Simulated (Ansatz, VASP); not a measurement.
**One calculation of AgCl, two programs**

The input INCAR:

```
  PREC = Accurate
  ENCUT = 630
  EDIFF = 1E-6
  ISMEAR = -1
  SIGMA = 0.02
  LREAL = F
  LASPH = T
  NELM = 120
  ALGO = Normal
  ISIF = 2
  LWAVE = F
  LCHARG = F
  GGA = PE
  NBANDS = 20
  GGA_COMPAT = F
```

The input KPOINTS:

```
Automatic mesh
0
Gamma
  8 8 8
```

The input POSCAR:

```
AgCl
1.0
    3.3919660813     -0.0036219606     -0.0036219606
   -0.0036219606      3.3919660813     -0.0036219606
   -0.0036219606     -0.0036219606      3.3919660813
Ag Cl
1 1
Direct
    0.0000000000      0.0000000000      0.0000000000
    0.5000000000      0.5000000000      0.5000000000
```

Input for Ansatz:

```yaml
crystal:
  lattice:
    - [3.3919660813, -0.0036219606, -0.0036219606]
    - [-0.0036219606, 3.3919660813, -0.0036219606]
    - [-0.0036219606, -0.0036219606, 3.3919660813]
  atoms:
    - { symbol: Ag, position: [0.0, 0.0, 0.0] }
    - { symbol: Cl, position: [0.5, 0.5, 0.5] }
kpoints:
  mp_grid: { grid: [8, 8, 8] }
  band_path:
    path: [[0.0, 0.0, 0.0], [0.0, 0.5, 0.0], [0.5, 0.5, 0.0], [0.5, 0.5, 0.5]]
    npoints: 1
hamiltonian:
  xc: pbe
scf:
  occupations: { method: fermi_dirac, width: 0.02 }
  n_extra_bands: 4
output:
  forces: true
  stress: true
  eigenvalues: true
```

Change from the starting cell: shear_111 strain -0.3%.

Alike in both runs: task single point; functional PBE; k mesh 8 × 8 × 8; occupations fermi-dirac, width 0.02 eV; no spin polarisation.

```csv
,VASP,Ansatz
version,VASP 6.6.1,Ansatz 0.2.0
potentials or method,"VASP PAW PBE potentials, release 64 (Ag_sv_GW, Cl)","plane waves, PAW"
plane-wave cutoff (eV),630,420
valence electrons in the cell,26,26
```

```csv
,VASP,Ansatz,Ansatz less VASP
pressure (GPa),1.7,1.8,+0.12
```

With one functional, cell and mesh, what is left measures potentials, basis and numerics.
